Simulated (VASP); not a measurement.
# Sn2Te3O (P4mm) in VASP: a series of runs, part 3 of 3

VASP 6.6.1. Earlier steps stand in the parts before.

**4. Relaxation of cell and atoms, PBE**

INCAR

```
ALGO = Normal
EDIFF = 1E-7
EDIFFG = -0.04
ENCUT = 600
GGA = PE
GGA_COMPAT = F
IBRION = 2
ISIF = 3
ISMEAR = 0
LASPH = T
LCHARG = F
LREAL = F
LWAVE = F
NELM = 120
NELMIN = 4
NSW = 90
PREC = Accurate
SIGMA = 0.1
```

KPOINTS

```
k-points
0
Gamma
  4 4 2
```

POSCAR

```
Sn2Te3O
1.0
    4.1355930800      0.0000000000      0.0000000000
    0.0000000000      4.1355930800      0.0000000000
    0.0000000000      0.0000000000      8.7798073500
Sn Te O
2 3 1
Direct
    0.5000000000      0.5000000000      0.7286009800
    0.0000000000      0.0000000000      0.2702390000
    0.5000000000      0.0000000000      0.9985610200
    0.0000000000      0.5000000000      0.9985610200
    0.5000000000      0.5000000000      0.3788870000
    0.0000000000      0.0000000000      0.6251500200
```

Potentials or basis: VASP PAW PBE potentials, release 64 (Sn_d, Te, O).

Command:

```sh
cat potpaw_PBE.64/Sn_d/POTCAR potpaw_PBE.64/Te/POTCAR potpaw_PBE.64/O/POTCAR > POTCAR
mpirun -np 1 vasp_std > vasp.out
```

OUTCAR:

```text
EDIFF = 1E-7
   EDIFFG = -0.04
   ENCUT = 600
   GGA = PE
   IBRION = 2
   ISIF = 3
   ISMEAR = 0
   LASPH = T
   LREAL = F
   NELM = 120
   NELMIN = 4
   NSW = 90
   PREC = Accurate

 ion  position               nearest neighbor table
   1  0.500  0.500  0.729-   5 3.07   4 3.15   3 3.15   3 3.15   4 3.15
   2  0.000  0.000  0.270-   5 3.08   5 3.08   5 3.08   5 3.08   4 3.16   3 3.16   3 3.16   4 3.16

   3  0.500  0.000  0.999-   4 2.92   4 2.92   4 2.92   4 2.92   1 3.15   1 3.15   2 3.16   2 3.16

   4  0.000  0.500  0.999-   3 2.92   3 2.92   3 2.92   3 2.92   1 3.15   1 3.15   2 3.16   2 3.16

   5  0.500  0.500  0.379-   1 3.07   2 3.08   2 3.08   2 3.08   2 3.08
   6  0.000  0.000  0.625-

  LATTYP: Found a simple tetragonal cell.
 ALAT       =     4.1355930800
 C/A-ratio  =     2.1229862755

  Lattice vectors:

 A1 = (   4.1355930800,   0.0000000000,   0.0000000000)
 A2 = (   0.0000000000,   4.1355930800,   0.0000000000)
 A3 = (   0.0000000000,   0.0000000000,   8.7798073500)

Analysis of symmetry for initial positions (statically):
=====================================================================
 Subroutine PRICEL returns:
 Original cell was already a primitive cell.

 Routine SETGRP: Setting up the symmetry group for a
 simple tetragonal supercell.

 Subroutine GETGRP returns: Found  8 space group operations
 (whereof  8 operations were pure point group operations)
 out of a pool of 16 trial point group operations.

The static configuration has the point symmetry C_4v.

Analysis of symmetry for dynamics (positions and initial velocities):
=====================================================================
 Subroutine PRICEL returns:
 Original cell was already a primitive cell.

 Routine SETGRP: Setting up the symmetry group for a
 simple tetragonal supercell.

 Subroutine GETGRP returns: Found  8 space group operations
 (whereof  8 operations were pure point group operations)
 out of a pool of 16 trial point group operations.

The dynamic configuration has the point symmetry C_4v.

 Subroutine INISYM returns: Found  8 space group operations
 (whereof  8 operations are pure point group operations),
 and found     1 'primitive' translations

----------------------------------------------------------------------------------------

                                     Primitive cell

  volume of cell :     150.1622

  direct lattice vectors                    reciprocal lattice vectors
     4.135593080  0.000000000  0.000000000     0.241803287  0.000000000  0.000000000
     0.000000000  4.135593080  0.000000000     0.000000000  0.241803287  0.000000000
     0.000000000  0.000000000  8.779807350     0.000000000  0.000000000  0.113897716

  length of vectors
     4.135593080  4.135593080  8.779807350     0.241803287  0.241803287  0.113897716

  position of ions in fractional coordinates (direct lattice)
     0.500000000  0.500000000  0.728600980
     0.000000000  0.000000000  0.270239000
     0.500000000  0.000000000  0.998561020
     0.000000000  0.500000000  0.998561020
     0.500000000  0.500000000  0.378887000
     0.000000000  0.000000000  0.625150020

  ion indices of the primitive-cell ions
   primitive index   ion index
                 1           1
                 2           2
                 3           3
                 4           4
                 5           5
                 6           6

----------------------------------------------------------------------------------------

 KPOINTS: k-points

Automatic generation of k-mesh.
 Grid dimensions read from file:
 generate k-points for:    4    4    2

 Generating k-lattice:

  Cartesian coordinates                     Fractional coordinates (reciprocal lattice)
     0.060450822  0.000000000  0.000000000     0.250000000  0.000000000  0.000000000
     0.000000000  0.060450822  0.000000000     0.000000000  0.250000000  0.000000000
     0.000000000  0.000000000  0.056948858     0.000000000  0.000000000  0.500000000

  Length of vectors
     0.060450822  0.060450822  0.056948858

  Shift w.r.t. Gamma in fractional coordinates (k-lattice)
     0.000000000  0.000000000  0.000000000

 Subroutine IBZKPT returns following result:
 ===========================================

 Found     12 irreducible k-points:

 Following reciprocal coordinates:
            Coordinates               Weight
  0.000000  0.000000  0.000000      1.000000
  0.250000  0.000000  0.000000      4.000000
  0.500000  0.000000  0.000000      2.000000
  0.250000  0.250000  0.000000      4.000000
  0.500000  0.250000  0.000000      4.000000
  0.500000  0.500000  0.000000      1.000000
  0.000000  0.000000  0.500000      1.000000
  0.250000  0.000000  0.500000      4.000000
  0.500000  0.000000  0.500000      2.000000
  0.250000  0.250000  0.500000      4.000000
  0.500000  0.250000  0.500000      4.000000
  0.500000  0.500000  0.500000      1.000000
   k-points           NKPTS =     12   k-points in BZ     NKDIM =     12   number of bands    NBANDS=     31
   number of dos      NEDOS =    301   number of ions     NIONS =      6
   total plane-waves  NPLWV =  90720
   dimension x,y,z NGX =    36 NGY =   36 NGZ =   70
   dimension x,y,z NGXF=    72 NGYF=   72 NGZF=  140
   ions per type =               2   3   1
   NGX,Y,Z   is equivalent  to a cutoff of  14.47, 14.47, 13.25 a.u.
   NGXF,Y,Z  is equivalent  to a cutoff of  28.94, 28.94, 26.51 a.u.
 SYSTEM =  unknown system
   PREC   = accura    normal or accurate (medium, high low for compatibility)
   ISTART =      0    job   : 0-new  1-cont  2-samecut
   ICHARG =      2    charge: 1-file 2-atom 10-const
   ISPIN  =      1    spin polarized calculation?
   LNONCOLLINEAR =      F non collinear calculations
   LSORBIT =      F    spin-orbit coupling
   LASPH  =      T    aspherical Exc in radial PAW
   ENCUT  =  600.0 eV  44.10 Ry    6.64 a.u.   8.26  8.26 17.54*2*pi/ulx,y,z
   NELM   =    120;   NELMIN=  4; NELMDL= -5     # of ELM steps
   EDIFF  = 0.1E-06   stopping-criterion for ELM
   LREAL  =      F    real-space projection
   EDIFFG = -.4E-01   stopping-criterion for IOM
   NSW    =     90    number of steps for IOM
   IBRION =      2    ionic relax: 0-MD 1-quasi-New 2-CG
   NFREE  =      1    steps in history (QN), initial steepest desc. (CG)
   ISIF   =      3    stress and relaxation
   ISYM   =      2    0-nonsym 1-usesym 2-fastsym
   POTIM  = 0.5000    time-step for ionic-motion
   TEBEG  =    0.0;   TEEND  =   0.0 temperature during run
   PSTRESS=    0.0 pullay stress
   NELECT =      52.0000    total number of electrons
   NUPDOWN=      -1.0000    fix difference up-down
   EMIN   =  10.00;   EMAX   =-10.00  energy-range for DOS
   EFERMI =   0.00;   METHOD = LEGACY
   ISMEAR =     0;   SIGMA  =   0.10  broadening in eV -4-tet -1-fermi 0-gaus
   EFERMI_NEDOS =   21; number of points for ismear=-14 and -15
   IALGO  =     38    algorithm
   IMIX   =      4    mixing-type and parameters
     AMIX     =   0.40;   BMIX     =  1.00
     AMIX_MAG =   1.60;   BMIX_MAG =  1.00
  volume/ion in A,a.u.               =      25.03       168.89
  Fermi-wavevector in a.u.,A,eV,Ry     =   1.149624  2.172474 17.981935  1.321635
  Thomas-Fermi vector in A             =   2.286292
   LORBIT       =      0    0 simple, 1 ext, 2 COOP (PROOUT), +10 PAW based schemes
   GGA     = PE    functional components
   LHFCALC =     F    Hartree Fock is set to
   AEXX    =    0.0000 exact exchange contribution
   IVDW    =     0    specifies the selected vdW correction
   LEPSILON=     F    determine dielectric tensor
   LRPA    =     F    only Hartree local field effects (RPA)
 conjugate gradient relaxation of ions
 non-spin polarized calculation
 Gauss-broadening in eV      SIGMA  =   0.10
  energy-cutoff  :      600.00
  volume of cell :      150.16
 maximum number of plane-waves:      5039
 NGX is ok and might be reduce to    36
   NGX = 17   NGY = 17   NGZ = 35

--------------------------------------- Ionic step        1  -------------------------------------------

 number of electron      51.9999996 magnetization

 Free energy of the ion-electron system (eV)
  ---------------------------------------------------
  ext. energy  EPLUGINS =         0.00000000
  ---------------------------------------------------
  free energy    TOTEN  =       -20.56833101 eV

  energy without entropy =      -20.54259128  energy(sigma->0) =      -20.55546115

 E-fermi :   7.0133     XC(G=0): -10.0041

 val. band max:        6.9177846065   @ k =   0.2500   0.2500   0.5000
 cond. band min:       7.0191907591   @ k =   0.2500   0.0000   0.5000
 fundamental gap:      0.1014061526
 Fermi energy:         7.0133446174
[... 937 lines left out ...]
     30       8.7304      0.00000
     31       9.5252      0.00000

[... ionic steps 4 to 63 ...]

--------------------------------------- Ionic step       64  -------------------------------------------

 number of electron      52.0000010 magnetization

------------------------ aborting loop because EDIFF is reached ----------------------------------------
[... 75 lines left out ...]
--------------------------------------- Ionic step       66  -------------------------------------------

 number of electron      52.0000011 magnetization

 Free energy of the ion-electron system (eV)
  ---------------------------------------------------
  ext. energy  EPLUGINS =         0.00000000
  ---------------------------------------------------
  free energy    TOTEN  =       -23.58811742 eV

  energy without entropy =      -23.57527922  energy(sigma->0) =      -23.58169832

 E-fermi :   5.3081     XC(G=0):  -9.0547

 val. band max:        5.1629470266   @ k =   0.2500   0.0000   0.0000
 cond. band min:       5.3201804182   @ k =   0.2500   0.0000   0.5000
 fundamental gap:      0.1572333916
 Fermi energy:         5.3081253836
[... 439 lines left out ...]
  FREE ENERGIE OF THE ION-ELECTRON SYSTEM (eV)
  ---------------------------------------------------
  free  energy   TOTEN  =       -23.5881174235 eV

  energy  without entropy=      -23.5752792232  energy(sigma->0) =      -23.58169832

 reached required accuracy - stopping structural energy minimisation
```

Wall time 51 min (1 thread of AMD EPYC 9R45 (Zen 5), shared host); peak memory 0.32 GiB.

What came out:

| Quantity | Value |
| --- | --- |
| Free energy | -23.5881 eV |
| Relaxed volume | 30.01 Å³/atom |
| Relaxed cell | a = 4.275 Å, b = 4.275 Å, c = 9.851 Å, α = 90.00°, β = 90.00°, γ = 90.00° |
| Space group after relaxing (to 0.1 Å) | P4mm (No. 99) |
| Pressure after relaxing | 0.1 GPa |
| Largest force after relaxing | 0.031 eV/Å |
| Band gap on the k mesh | zero (bands 26 and 27 overlap by 1.31 eV) |

Forces in eV/Å, atoms in the order of the input:
```
Sn   0.000  0.000 -0.008
Sn   0.000  0.000 -0.029
Te   0.000  0.000 -0.008
Te   0.000  0.000 -0.008
Te   0.000  0.000  0.031
O    0.000  0.000  0.022
```

Final structure:
```
Sn Te O
1.0
     4.27537    0.00000    0.00000
     0.00000    4.27537    0.00000
     0.00000    0.00000    9.85060
Sn Te O
2 3 1
Direct
  0.50000 0.50000 0.69279
  0.00000 0.00000 0.42377
  0.50000 0.00000 0.95361
  0.00000 0.50000 0.95361
  0.50000 0.50000 0.35058
  0.00000 0.00000 0.62565
```

Caveat: the k points lie up to 0.37 Å⁻¹ apart in the final cell, too coarse for converged energies and pressures of a metal; the volume moved by over 15 % at a fixed basis, so the end points are rough; spin-orbit coupling is left out, which moves the levels of the heavy elements; this functional lacks dispersion, which binds the layers, so the pressure and a relaxed spacing across them are unreliable.

**5. Single point, PBE**

This run uses another cell than the first one, of 30.73 Å³/atom.

INCAR

```
ALGO = Normal
EDIFF = 1E-6
ENCUT = 600
GGA = PE
GGA_COMPAT = False
ISIF = 2
ISMEAR = 0
LASPH = True
LCHARG = False
LREAL = False
LWAVE = False
NBANDS = 35
NELM = 120
PREC = Accurate
SIGMA = 0.1
```

KPOINTS

```
k-points
0
Gamma
  10 10 4
```

POSCAR

```
Sn2Te3O
1.0
    4.2612149849      0.0000000000      0.0000000000
    0.0000000000      4.2612149849      0.0000000000
    0.0000000000      0.0000000000     10.1538685425
Sn Te O
2 3 1
Direct
    0.5000000000      0.5000000000      0.6938702506
    0.0000000000      0.0000000000      0.4323475081
    0.5000000000      0.0000000000      0.9442359536
    0.0000000000      0.5000000000      0.9442359536
    0.5000000000      0.5000000000      0.3575784629
    0.0000000000      0.0000000000      0.6277309113
```

Command:

```sh
cat potpaw_PBE.64/Sn_d/POTCAR potpaw_PBE.64/Te/POTCAR potpaw_PBE.64/O/POTCAR > POTCAR
mpirun -np 1 vasp_std > vasp.out
```

It took 6.2 min on 1 thread of AMD EPYC 9R45 (Zen 5), shared host; peak memory 0.59 GiB.

It converged, with:

- Free energy: -23.5920 eV
- Pressure: 0.0 GPa
- Largest force: 0.087 eV/Å
- Band gap on the k mesh: zero (bands 26 and 27 overlap by 1.34 eV)

Forces on the atoms (eV/Å):
```
Sn   0.000  0.000 -0.002
Sn   0.000  0.000 -0.087
Te   0.000  0.000  0.002
Te   0.000  0.000  0.002
Te   0.000  0.000 -0.002
O    0.000  0.000  0.087
```

Stress tensor (GPa, compression positive):
```
-0.05  0.00  0.00
 0.00 -0.05  0.00
 0.00  0.00  0.12
```

Levels at points of the mesh, in eV from the Fermi level:
```tsv
k point	band 23	band 24	band 25	band 26	band 27	band 28	band 29	band 30
(0.00, 0.00, 0.00)	-1.81	-1.77	-1.77	0.31	1.86	2.33	2.33	3.26
(0.50, 0.00, 0.00)	-1.71	-1.55	-1.09	-1.07	-1.04	1.03	1.22	1.70
(0.50, 0.50, 0.00)	-2.42	-1.54	-1.54	-1.47	1.43	2.63	2.63	3.40
(0.00, 0.00, 0.50)	-1.75	-1.75	-1.21	0.31	1.28	2.34	2.34	3.18
(0.50, 0.00, 0.50)	-1.72	-1.25	-1.11	-1.07	-0.80	0.59	1.25	1.81
(0.50, 0.50, 0.50)	-2.46	-1.75	-1.68	-1.68	2.03	2.46	2.46	4.16
```

Caveat: spin-orbit coupling is left out, which moves the levels of the heavy elements; this functional lacks dispersion, which binds the layers, so the pressure and a relaxed spacing across them are unreliable.

**6. Overview**

| task | cell | k mesh | gap on the mesh (eV) | pressure (GPa) | largest force (eV/Å) |
| --- | --- | --- | --- | --- | --- |
| single point | a = 4.136, b = 4.136, c = 8.780 Å, 6 atoms, atomic positions A | 4 × 4 × 2 | none | 5.8 | 2.70 |
| single point | a = 4.280, b = 4.280, c = 10.071 Å, 6 atoms, atomic positions B | 4 × 4 × 2 | none | 0.0 | 0.06 |
| relaxation of cell and atoms | relaxed from a = 4.136, b = 4.136, c = 8.780 Å, 6 atoms, atomic positions A | 4 × 4 × 2 | none | 0.1 | 0.03 |
| single point | a = 4.261, b = 4.261, c = 10.154 Å, 6 atoms, atomic positions C | 10 × 10 × 4 | none | 0.0 | 0.09 |

Alike in all rows: level PBE; potentials or basis VASP PAW PBE potentials, release 64 (Sn_d, Te, O); no spin polarisation; cutoff (eV) 600; smearing gaussian 0.1 eV.

Caveats: some runs use coarse meshes; spin-orbit coupling is left out, which moves the levels of the heavy elements; this functional lacks dispersion, which binds the layers, so the pressure and a relaxed spacing across them are unreliable (at least some runs); semilocal functionals underestimate gaps, so a narrow gap can read as zero (at least some runs); forces of over 1 eV/Å act on the atoms, so gaps and moduli don't describe the material at rest (at least some runs); the volume moved by over 15 % at a fixed basis, so the end points are rough (at least some runs).

Absolute energies hang on the potentials; compare differences alone.
